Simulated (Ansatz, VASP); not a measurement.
## Zr: VASP beside Ansatz

INCAR

```
PREC = Accurate
ENCUT = 520
EDIFF = 1E-8
ISMEAR = -1
SIGMA = 0.05
LREAL = False
LASPH = True
NELM = 100
ALGO = Normal
ISIF = 2
LWAVE = False
LCHARG = False
GGA = PE
LEFG = True
NBANDS = 19
```

KPOINTS

```
Automatic mesh
0
Gamma
  12 12 7
```

The input POSCAR:

```
Zr
1.0
    3.2392314131      0.0000000000      0.0000000000
   -1.6196157066      2.8052566925      0.0000000000
    0.0000000000      0.0000000000      5.1722200000
Zr
2
Direct
    0.3333333333      0.6666666667      0.2500000000
    0.7037124916      0.3333333333      0.7500000000
```

Input for Ansatz:

```yaml
crystal:
  lattice:
    - [3.2392314131, 0.0, 0.0]
    - [-1.6196157066, 2.8052566925, 0.0]
    - [0.0, 0.0, 5.17222]
  atoms:
    - { symbol: Zr, position: [0.3333333333, 0.6666666667, 0.25] }
    - { symbol: Zr, position: [0.7037124916, 0.3333333333, 0.75] }
kpoints:
  mp_grid: { grid: [12, 12, 7] }
scf:
  occupations: { method: fermi_dirac, width: 0.05 }
hamiltonian:
  xc: pbe
  pseudopotentials: { kind: all_electron, datasets: crystal }
output:
  forces: true
  stress: true
  eigenvalues: true
  efg: { contact_densities: true }
```

Alike in both runs: task electric field gradients; functional PBE; k mesh 12 × 12 × 7; occupations fermi-dirac, width 0.05 eV; no spin polarisation.

```csv
,VASP,Ansatz
version,VASP 6.6.1,Ansatz 0.2.0
potentials or method,"VASP PAW PBE potentials, release 64 (Zr_sv), cutoff 520 eV","all-electron PAW with datasets made for the crystal, scalar-relativistic"
```

|  | VASP | Ansatz | Ansatz less VASP |
| --- | --- | --- | --- |
| pressure (GPa) | -0.4 | -0.4 | +0.01 |
| traceless stress, the component that is largest in VASP (GPa) | 0.73 | 0.73 | 0.000 |
| rms of the force components (eV/Å) | 0.063 | 0.062 | -0.0003 |
| size of Vzz on the site where it differs most (V/Å²) | 39.0 | 39.5 | +0.55 |

Atom by atom the forces differ by 0.000 eV/Å (rms over components). Ansatz ran all-electron here, and VASP with PAW potentials.
